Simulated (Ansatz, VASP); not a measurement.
Mn in VASP and in Ansatz

```
CELL_PARAMETERS angstrom
-1.37447 1.37447 1.37447
1.37447 -1.37447 1.37447
1.37447 1.37447 -1.37447
ATOMIC_POSITIONS crystal
Mn 0.00000 0.00000 0.00000
```

Alike in both runs: functional PBEsol; k mesh 22 × 22 × 22; occupations gaussian, width 0.1 eV; no spin polarisation.

Ansatz relaxed the structure, and its values are those at the end. VASP's run is a single point on that final structure, the one shown.

|  | VASP | Ansatz |
| --- | --- | --- |
| version | VASP 6.6.1 | Ansatz 0.2.0 |
| potentials or method | VASP PAW PBE potentials, release 64 (Mn_pv), cutoff 520 eV | scalar-relativistic, plane waves, PAW |
| valence electrons in the cell | 13 | 15 |

```csv
,VASP,Ansatz,Ansatz less VASP
gap on the k mesh at the Fermi level (eV),none,none,-
pressure (GPa),0.0,0.0,+0.02
```

VASP's potentials were made for PBE, not for PBEsol. A gap of «none» marks a metal or a gap that the smearing closes. VASP's potentials hold 13 valence electrons a cell and Ansatz's 15, so a difference there can come from the potentials and not from the codes.
